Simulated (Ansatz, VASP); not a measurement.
**Two plane-wave programs on Cu**

File INCAR:

```
PREC = Accurate
ENCUT = 520
EDIFF = 1E-6
ISMEAR = 1
SIGMA = 0.1
LREAL = False
LASPH = True
NELM = 100
ALGO = Normal
ISIF = 2
LWAVE = False
LCHARG = False
GGA = PS
NBANDS = 12
```

Contents of KPOINTS:

```
regular mesh
0
Gamma
  2 8 1
```

POSCAR

```
Cu
1.0
   11.5702540000      0.0000000000      0.0000000000
    0.0000000000      2.2382120000      0.0000000000
   -4.5956240000      0.0000000000     21.7433880000
Cu
1
Direct
    0.5000000000      0.5000000000      0.5000000000
```

Input for Ansatz:

```yaml
crystal:
  lattice:
    - [11.570254, 0.0, 0.0]
    - [0.0, 2.238212, 0.0]
    - [-4.595624, 0.0, 21.743388]
  atoms:
    - { symbol: Cu, position: [0.5, 0.5, 0.5] }
basis:
  ecutwfc: 557.833418042754
kpoints:
  mp_grid:
    grid: [2, 8, 1]
hamiltonian:
  xc: pbesol
scf:
  occupations:
    method: cold
output:
  forces: true
  stress: true
```

Alike in both runs: task single point; functional PBEsol; k mesh 2 × 8 × 1; no spin polarisation.

|  | VASP | Ansatz |
| --- | --- | --- |
| version | VASP 6.6.1 | Ansatz 0.2.0 |
| potentials or method | VASP PAW PBE potentials, release 64 (Cu), cutoff 520 eV | plane waves, PAW |
| occupations | methfessel-paxton of order 1, width 0.1 eV | cold |
| valence electrons in the cell | 11 | 19 |

|  | VASP | Ansatz | Ansatz less VASP |
| --- | --- | --- | --- |
| pressure (GPa) | 0.0 | 0.0 | -0.01 |
| traceless stress, the component that is largest in VASP (GPa) | 0.07 | 0.06 | -0.017 |

VASP's potentials were made for PBE, not for PBEsol. VASP's potentials hold 11 valence electrons a cell and Ansatz's 19, so a difference there can come from the potentials and not from the codes.
